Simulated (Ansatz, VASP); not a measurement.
One calculation of SnSe2, two programs

POSCAR

```
SnSe2
1.0
    3.9399038097      0.0000000000      0.0000000000
   -1.9699519049      3.4120567877      0.0000000000
    0.0000000000      0.0000000000      6.4138914363
Sn Se
1 2
Direct
    0.0000000000      0.0000000000      0.0000000000
    0.3333333333      0.6666666667      0.2408456110
    0.6666666667      0.3333333333      0.7591543890
```

File INCAR.step1:

```
PREC = Accurate
ENCUT = 520
ISMEAR = 0
SIGMA = 0.01
LREAL = False
LASPH = True
NELM = 60
NBANDS = 20
GGA = PE
ALGO = Normal
EDIFF = 1E-4
LWAVE = True
LCHARG = False
```

The input INCAR.step2:

```
PREC = Accurate
ENCUT = 520
EDIFF = 1E-7
ISMEAR = 0
SIGMA = 0.01
LREAL = False
LASPH = True
NELM = 60
ALGO = Normal
ISIF = 2
LWAVE = False
LCHARG = False
METAGGA = R2SCAN
LMIXTAU = True
NBANDS = 20
ISTART = 1
```

File KPOINTS:

```
Automatic mesh
0
Gamma
  12 12 4
```

Input for Ansatz:

```yaml
crystal:
  lattice:
    - [3.9399038097, 0.0, 0.0]
    - [-1.9699519049, 3.4120567877, 0.0]
    - [0.0, 0.0, 6.4138914363]
  atoms:
    - { symbol: Sn, position: [0.0, 0.0, 0.0] }
    - { symbol: Se, position: [0.3333333333, 0.6666666667, 0.240845611] }
    - { symbol: Se, position: [0.6666666667, 0.3333333333, 0.759154389] }
kpoints:
  mp_grid: { grid: [12, 12, 4] }
  band_path:
    path:
      - [0.0, 0.0, 0.0]
      - [0.5, 0.0, 0.0]
      - [0.3333333333, 0.3333333333, 0.0]
      - [0.0, 0.0, 0.5]
      - [0.5, 0.0, 0.5]
      - [0.3333333333, 0.3333333333, 0.5]
      - [-0.088542, 0.177083, 0.0]
      - [0.0, 0.466146, 0.325521]
    npoints: 1
hamiltonian:
  xc: r2scan
scf:
  occupations: { method: fixed }
  n_extra_bands: 4
output:
  forces: true
  stress: true
  eigenvalues: true
```

Change from the starting cell: hydrostatic strain +3.0%.

Alike in both runs: task single point; functional r2SCAN; k mesh 12 × 12 × 4; no spin polarisation.

|  | VASP | Ansatz |
| --- | --- | --- |
| version | VASP 6.6.1 | Ansatz 0.2.0 |
| potentials or method | VASP PAW PBE potentials, release 64 (Sn_d, Se) | plane waves, PAW |
| plane-wave cutoff (eV) | 520 | 500 |
| occupations | gaussian, width 0.01 eV | fixed |
| valence electrons in the cell | 26 | 46 |

```tsv
	VASP	Ansatz	Ansatz less VASP
gap on the k mesh at the Fermi level (eV)	1.01	1.01	+0.001
pressure (GPa)	-2.0	-2.0	-0.03
traceless stress, the component that is largest in VASP (GPa)	1.84	1.84	-0.001
rms of the force components (eV/Å)	0.005	0.010	+0.0047
```

VASP's potentials were made for PBE, not for r2SCAN. Atom by atom the forces differ by 0.005 eV/Å (rms over components). VASP's potentials hold 26 valence electrons a cell and Ansatz's 46, so a difference there can come from the potentials and not from the codes.
